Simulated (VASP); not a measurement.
MgS:

```
Mg S
1.0
     0.00000    2.60152    2.60152
     2.61062    0.00000    2.60152
     2.61062    2.60152    0.00000
Mg S
1 1
Direct
  0.00000 0.00000 0.00000
  0.50000 0.50000 0.50000
```

This cell differs from its parent crystal: uniaxial x strain +0.3%.

Base run:

```yaml
Program: VASP 6.6.1
Functional: HSE06
Potentials_or_basis: VASP PAW PBE potentials, release 64 (Mg, S)
Cutoff: 520 eV
k_mesh: 6 × 6 × 6
Occupations: gaussian, width 0.01 eV
Spin: no spin polarisation
```

Its results: band gap on the k mesh 3.73 eV, indirect (least direct gap 4.75 eV); pressure -1.0 GPa.

The run is repeated on the same cell with these changes: functional from HSE06 to r2SCAN; k mesh from 6 × 6 × 6 to 8 × 8 × 8. What comes out?

Band gap on the k mesh 3.41 eV, indirect (least direct gap 4.58 eV); pressure -0.7 GPa.

Several settings changed at once, so the effect can't be laid on one alone.

Caveats: the PAW data sets were made with another functional, which shifts forces and pressure a little.

A k mesh can miss the band edges.
